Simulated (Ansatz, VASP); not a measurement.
# Two plane-wave programs on Cu2Sn

```
CELL_PARAMETERS angstrom
3.83932 0.00000 0.00000
-1.91966 3.32495 0.00000
0.00000 0.00000 9.26026
ATOMIC_POSITIONS crystal
Cu 0.33333 0.66667 0.42556
Cu 0.66667 0.33333 0.30938
Cu 0.33333 0.66667 0.69062
Cu 0.66667 0.33333 0.57444
Sn 0.00000 0.00000 0.83784
Sn 0.00000 0.00000 0.16216
```

Alike in both runs: functional PBE; k mesh 12 × 12 × 4; occupations gaussian, width 0.1 eV; no spin polarisation.

Ansatz relaxed the structure, and its values are those at the end. VASP's run is a single point on that final structure, the one shown.

```csv
,VASP,Ansatz
version,VASP 6.6.1,Ansatz 0.2.0
potentials or method,"VASP PAW PBE potentials, release 64 (Cu, Sn_d), cutoff 520 eV","scalar-relativistic, plane waves, PAW"
valence electrons in the cell,72,104
```

|  | VASP | Ansatz | Ansatz less VASP |
| --- | --- | --- | --- |
| gap on the k mesh at the Fermi level (eV) | none | none | - |
| pressure (GPa) | 0.2 | 0.0 | -0.21 |
| rms of the force components (eV/Å) | 0.010 | 0.000 | -0.0099 |

A gap of «none» marks a metal or a gap that the smearing closes. VASP's potentials hold 72 valence electrons a cell and Ansatz's 104, so a difference there can come from the potentials and not from the codes.
